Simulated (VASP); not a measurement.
Input of a VASP 6.6.1 run:

File INCAR:

```
PREC     = Accurate       # precision mode
ENCUT    = 520            # plane-wave cutoff, eV
EDIFF    = 1E-7           # SCF threshold, eV
ISMEAR   = 0              # smearing method
SIGMA    = 0.15           # smearing width, eV
LREAL    = F              # projectors in reciprocal space
LASPH    = T              # aspherical terms in the spheres
NELM     = 100            # most SCF steps
ALGO     = Fast           # electronic algorithm
ISIF     = 2              # what is computed and relaxed
LWAVE    = F              # write WAVECAR
LCHARG   = F              # write CHGCAR
GGA      = PE             # functional
NBANDS   = 13             # bands
```

File KPOINTS:

```
Automatic mesh
0
Gamma
  24 24 24
```

The input POSCAR:

```
Mo
1.0
   -1.4783676014      1.4783676014      1.7740411216
    1.4783676014     -1.4783676014      1.7740411216
    1.4783676014      1.4783676014     -1.7740411216
Mo
1
Direct
    0.0000000000      0.0000000000      0.0000000000
```

Potentials or basis: VASP PAW PBE potentials, release 64 (Mo_sv).

Run with:

```sh
$ cat potpaw_PBE.64/Mo_sv/POTCAR > POTCAR
$ mpirun -np 1 vasp_std > vasp.out
```

Predict the pressure.

8.5 GPa.

Predict the band gap on the k mesh.

zero (bands 7 and 8 overlap by 4.80 eV).

Stress tensor (GPa, compression positive):
```
 18.50   0.00   0.00
  0.00  18.50   0.00
  0.00   0.00 -11.59
```

Caveat: the cell stands under pressure.
